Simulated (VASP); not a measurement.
# Pt (Fm-3m) in VASP: single point with PBE

Aim: the single point of Pt with PBE.

Everything below comes from runs of VASP 6.6.1. Logs are shortened: lines on timing, memory, paths and dates and some standing lists are left out, and cuts for length are marked.

**1. The cell of the first run**

The structure is cubic, space group Fm-3m (No. 225). Conventional cell: a = 3.922 Å, b = 3.922 Å, c = 3.922 Å, α = 90.00°, β = 90.00°, γ = 90.00°. Within 3.7 Å of Pt (site symmetry m-3m) lie 12 Pt at 2.77 Å.

**2. Single point, PBE, collinear spin**

POSCAR reads:

```
Pt
1.0
    0.0000000000      1.9609000000      1.9609000000
    1.9609000000      0.0000000000      1.9609000000
    1.9609000000      1.9609000000      0.0000000000
Pt
1
Direct
    0.0000000000      0.0000000000      0.0000000000
```

INCAR.step1 reads:

```
PREC = Accurate
ENCUT = 400
EDIFF = 1E-6
ISMEAR = -1
SIGMA = 0.1
LREAL = False
LASPH = True
NELM = 200
ALGO = Normal
ISIF = 2
LWAVE = False
LCHARG = True
ISPIN = 2
MAGMOM = 0.6
LMAXMIX = 4
GGA = PE
NBANDS = 15
GGA_COMPAT = False
NEDOS = 2001
LORBIT = 11
```

KPOINTS.step1 reads:

```
Automatic mesh
0
Gamma
  14 14 14
```

INCAR.step2 reads:

```
PREC = Accurate
ENCUT = 400
EDIFF = 1E-6
ISMEAR = -5
SIGMA = 0.1
LREAL = False
LASPH = True
NELM = 200
ALGO = Normal
ISIF = 2
LWAVE = False
LCHARG = False
ISPIN = 2
MAGMOM = 0.6
LORBIT = 11
LMAXMIX = 4
GGA = PE
NBANDS = 15
NEDOS = 2001
ICHARG = 11
GGA_COMPAT = False
```

KPOINTS.step2 reads:

```
Automatic mesh
0
Gamma
  21 21 21
```

Potentials or basis: VASP PAW PBE potentials, release 64 (Pt).

On the command line:

```sh
> cat potpaw_PBE.64/Pt/POTCAR > POTCAR
> cp INCAR.step1 INCAR
> cp KPOINTS.step1 KPOINTS
> mpirun -np 1 vasp_std > vasp.out
> cp INCAR.step2 INCAR
> cp KPOINTS.step2 KPOINTS
> mpirun -np 1 vasp_std > vasp.out
```

OUTCAR:

```text
PREC = Accurate
   ENCUT = 400
   EDIFF = 1E-6
   ISMEAR = -5
   LREAL = False
   LASPH = True
   NELM = 200
   ISIF = 2
   ISPIN = 2
   LORBIT = 11
   GGA = PE
   ICHARG = 11

 ion  position               nearest neighbor table
   1  0.000  0.000  0.000-

  LATTYP: Found a face centered cubic cell.
 ALAT       =     3.9218000000

  Lattice vectors:

 A1 = (   0.0000000000,   1.9609000000,   1.9609000000)
 A2 = (   1.9609000000,   0.0000000000,   1.9609000000)
 A3 = (   1.9609000000,   1.9609000000,   0.0000000000)

Analysis of symmetry for initial positions (statically):
=====================================================================
 Subroutine PRICEL returns:
 Original cell was already a primitive cell.

 Routine SETGRP: Setting up the symmetry group for a
 face centered cubic supercell.

 Subroutine GETGRP returns: Found 48 space group operations
 (whereof 48 operations were pure point group operations)
 out of a pool of 48 trial point group operations.

The static configuration has the point symmetry O_h .

Analysis of symmetry for dynamics (positions and initial velocities):
=====================================================================
 Subroutine PRICEL returns:
 Original cell was already a primitive cell.

 Routine SETGRP: Setting up the symmetry group for a
 face centered cubic supercell.

 Subroutine GETGRP returns: Found 48 space group operations
 (whereof 48 operations were pure point group operations)
 out of a pool of 48 trial point group operations.

The dynamic configuration has the point symmetry O_h .

Analysis of structural, dynamic, and magnetic symmetry:
=====================================================================
 Subroutine PRICEL returns:
 Original cell was already a primitive cell.

 Routine SETGRP: Setting up the symmetry group for a
 face centered cubic supercell.

 Subroutine GETGRP returns: Found 48 space group operations
 (whereof 48 operations were pure point group operations)
 out of a pool of 48 trial point group operations.

The overall configuration has the point symmetry O_h .

 Subroutine INISYM returns: Found 48 space group operations
 (whereof 48 operations are pure point group operations),
 and found     1 'primitive' translations

----------------------------------------------------------------------------------------

                                     Primitive cell

  volume of cell :      15.0798

  direct lattice vectors                    reciprocal lattice vectors
     0.000000000  1.960900000  1.960900000    -0.254984956  0.254984956  0.254984956
     1.960900000  0.000000000  1.960900000     0.254984956 -0.254984956  0.254984956
     1.960900000  1.960900000  0.000000000     0.254984956  0.254984956 -0.254984956

  length of vectors
     2.773131374  2.773131374  2.773131374     0.441646899  0.441646899  0.441646899

  position of ions in fractional coordinates (direct lattice)
     0.000000000  0.000000000  0.000000000

  ion indices of the primitive-cell ions
   primitive index   ion index
                 1           1

----------------------------------------------------------------------------------------

 KPOINTS: Automatic mesh

Automatic generation of k-mesh.
 Grid dimensions read from file:
 generate k-points for:   21   21   21

 Generating k-lattice:

  Cartesian coordinates                     Fractional coordinates (reciprocal lattice)
    -0.012142141  0.012142141  0.012142141     0.047619048  0.000000000  0.000000000
     0.012142141 -0.012142141  0.012142141     0.000000000  0.047619048  0.000000000
     0.012142141  0.012142141 -0.012142141     0.000000000  0.000000000  0.047619048

  Length of vectors
     0.021030805  0.021030805  0.021030805

  Shift w.r.t. Gamma in fractional coordinates (k-lattice)
     0.000000000  0.000000000  0.000000000

 TETIRR: Found   1276 inequivalent tetrahedra from    55566

 Subroutine IBZKPT returns following result:
 ===========================================

 Found    286 irreducible k-points:

 Following reciprocal coordinates:
            Coordinates               Weight
  0.000000  0.000000  0.000000      1.000000
  0.047619  0.000000  0.000000      8.000000
  0.095238  0.000000  0.000000      8.000000
  0.142857  0.000000  0.000000      8.000000
  0.190476  0.000000  0.000000      8.000000
  0.238095  0.000000  0.000000      8.000000
[... 16 lines left out ...]
 -0.428571  0.047619  0.000000     24.000000
 -0.380952  0.047619  0.000000     24.000000
 [... further k-points ...]
   k-points           NKPTS =    286   k-points in BZ     NKDIM =    286   number of bands    NBANDS=     15
   number of dos      NEDOS =   2001   number of ions     NIONS =      1
   total plane-waves  NPLWV =   5832
   dimension x,y,z NGX =    18 NGY =   18 NGZ =   18
   dimension x,y,z NGXF=    36 NGYF=   36 NGZF=   36
   ions per type =               1
   NGX,Y,Z   is equivalent  to a cutoff of  10.79, 10.79, 10.79 a.u.
   NGXF,Y,Z  is equivalent  to a cutoff of  21.58, 21.58, 21.58 a.u.
 SYSTEM =  unknown system
   PREC   = accura    normal or accurate (medium, high low for compatibility)
   ISTART =      0    job   : 0-new  1-cont  2-samecut
   ICHARG =     11    charge: 1-file 2-atom 10-const
   ISPIN  =      2    spin polarized calculation?
   LNONCOLLINEAR =      F non collinear calculations
   LSORBIT =      F    spin-orbit coupling
   LASPH  =      T    aspherical Exc in radial PAW
   ENCUT  =  400.0 eV  29.40 Ry    5.42 a.u.   4.52  4.52  4.52*2*pi/ulx,y,z
   NELM   =    200;   NELMIN=  2; NELMDL=  0     # of ELM steps
   EDIFF  = 0.1E-05   stopping-criterion for ELM
   LREAL  =      F    real-space projection
   EDIFFG = 0.1E-04   stopping-criterion for IOM
   NSW    =      0    number of steps for IOM
   IBRION =     -1    ionic relax: 0-MD 1-quasi-New 2-CG
   NFREE  =      0    steps in history (QN), initial steepest desc. (CG)
   ISIF   =      2    stress and relaxation
   ISYM   =      2    0-nonsym 1-usesym 2-fastsym
   POTIM  = 0.5000    time-step for ionic-motion
   TEBEG  =    0.0;   TEEND  =   0.0 temperature during run
   PSTRESS=    0.0 pullay stress
   NELECT =      10.0000    total number of electrons
   NUPDOWN=      -1.0000    fix difference up-down
   EMIN   =  10.00;   EMAX   =-10.00  energy-range for DOS
   EFERMI =   0.00;   METHOD = LEGACY
   ISMEAR =    -5;   SIGMA  =   0.10  broadening in eV -4-tet -1-fermi 0-gaus
   EFERMI_NEDOS =   21; number of points for ismear=-14 and -15
   IALGO  =     38    algorithm
   IMIX   =      4    mixing-type and parameters
     AMIX     =   0.40;   BMIX     =  1.00
     AMIX_MAG =   1.60;   BMIX_MAG =  1.00
  volume/ion in A,a.u.               =      15.08       101.76
  Fermi-wavevector in a.u.,A,eV,Ry     =   1.427609  2.697791 27.729605  2.038068
  Thomas-Fermi vector in A             =   2.547760
   LORBIT       =     11    0 simple, 1 ext, 2 COOP (PROOUT), +10 PAW based schemes
   GGA     = PE    functional components
   LHFCALC =     F    Hartree Fock is set to
   AEXX    =    0.0000 exact exchange contribution
   IVDW    =     0    specifies the selected vdW correction
   LEPSILON=     F    determine dielectric tensor
   LRPA    =     F    only Hartree local field effects (RPA)
 spin polarized calculation
 Fermi weights with tetrahedron method with Bloechl corrections
  energy-cutoff  :      400.00
  volume of cell :       15.08
 maximum number of plane-waves:       291
 NGX is ok and might be reduce to    18

 number of electron      10.0000005 magnetization       0.0002261

 Free energy of the ion-electron system (eV)
  ---------------------------------------------------
  ext. energy  EPLUGINS =         0.00000000
  ---------------------------------------------------
  free energy    TOTEN  =        -6.08248752 eV

  energy without entropy =       -6.08248752  energy(sigma->0) =       -6.08248752

 E-fermi :  11.2530     XC(G=0): -13.4910

 val. band max:       11.4084264116   @ k =   0.4286   0.4286   0.0000
 cond. band min:      11.1189959780   @ k =   0.4286   0.0000   0.0000
 fundamental gap:     -0.2894304336
 Fermi energy:        11.2529997345

 spin component 1

 k-point     1 :       0.0000    0.0000    0.0000
  band No.  band energies     occupation
      1       1.0491      1.00000
      2       7.4799      1.00000
      3       7.4799      1.00000
      4       7.4799      1.00000
      5       9.6358      1.00000
      6       9.6358      1.00000
      7      25.9068      0.00000
      8      30.8738      0.00000
      9      30.8738      0.00000
     10      30.8738      0.00000
     11      36.2177      0.00000
     12      43.4169      0.00000
     13      43.4170      0.00000
     14      43.4190      0.00000
     15      43.6653      0.00000
[... 397 lines left out ...]
 k-point    24 :      -0.3810    0.0476    0.0000
  band No.  band energies     occupation
      1       3.9996      1.00000
      2       7.4853      1.00000
      3       7.5691      1.00000
      4       8.9966      1.00000
      5      10.7508      1.00000
      6      11.3761      0.22518
      7      19.3071      0.00000
      8      26.0708      0.00000
      9      30.4546      0.00000
     10      31.6359      0.00000
     11      37.5961      0.00000
     12      38.8685      0.00000
     13      39.1835      0.00000
     14      43.9947      0.00000
     15      44.2402      0.00000

 [... further k-points ...]

 spin component 2

 k-point     1 :       0.0000    0.0000    0.0000
  band No.  band energies     occupation
      1       1.0492      1.00000
      2       7.4800      1.00000
      3       7.4800      1.00000
      4       7.4800      1.00000
      5       9.6359      1.00000
      6       9.6359      1.00000
      7      25.9069      0.00000
      8      30.8738      0.00000
      9      30.8738      0.00000
     10      30.8738      0.00000
     11      36.2176      0.00000
     12      43.4169      0.00000
     13      43.4170      0.00000
     14      43.4176      0.00000
     15      43.6655      0.00000
[... 397 lines left out ...]
 k-point    24 :      -0.3810    0.0476    0.0000
  band No.  band energies     occupation
      1       3.9997      1.00000
      2       7.4855      1.00000
      3       7.5692      1.00000
      4       8.9966      1.00000
      5      10.7509      1.00000
      6      11.3763      0.22489
      7      19.3072      0.00000
      8      26.0708      0.00000
      9      30.4546      0.00000
     10      31.6360      0.00000
     11      37.5962      0.00000
     12      38.8685      0.00000
     13      39.1835      0.00000
     14      44.0046      0.00000
     15      44.2460      0.00000

 [... further k-points ...]
[... 5 lines left out ...]
  --------------------------------------------------------------------------------------
  -------------------------------------------------------------------------------------
  Total        0.8571477      0.8571477      0.8571477      0.0000000     -0.0000000      0.0000000
  in kB       91.0688612     91.0688612     91.0688612      0.0000000     -0.0000000      0.0000000
  external PRESSURE =      91.0688612 kB  Pullay stress =       0.0000000 kB

 VOLUME and BASIS-vectors are now :
 -----------------------------------------------------------------------------
  energy-cutoff  :      400.00
  volume of cell :       15.08
      direct lattice vectors                 reciprocal lattice vectors
     0.000000000  1.960900000  1.960900000    -0.254984956  0.254984956  0.254984956
     1.960900000  0.000000000  1.960900000     0.254984956 -0.254984956  0.254984956
     1.960900000  1.960900000  0.000000000     0.254984956  0.254984956 -0.254984956

 POSITION                                       TOTAL-FORCE (eV/Angst)
 -----------------------------------------------------------------------------------
      0.00000      0.00000      0.00000         0.000000     -0.000000     -0.000000
 -----------------------------------------------------------------------------------
    total drift:                                0.000000      0.000000     -0.000000

  FREE ENERGIE OF THE ION-ELECTRON SYSTEM (eV)
  ---------------------------------------------------
  free  energy   TOTEN  =        -6.0824875227 eV

  energy  without entropy=       -6.0824875227  energy(sigma->0) =       -6.08248752

 total charge

# of ion       s       p       d       tot
------------------------------------------
    1        0.639   0.614   8.045   9.298

 magnetization (x)

# of ion       s       p       d       tot
------------------------------------------
    1       -0.000  -0.000   0.000   0.000
```

It took 69 s on 1 thread of Intel Xeon 8259CL, shared host; peak memory 0.18 GiB.

Results:

```
Net moment                                            : 0.00 μB per cell
Valence electrons inside the program's atomic spheres : Pt 9.30
```

Caveat: spin-orbit coupling is left out, which moves the levels of the heavy elements; tetrahedron occupations give inexact forces and stress in metals.
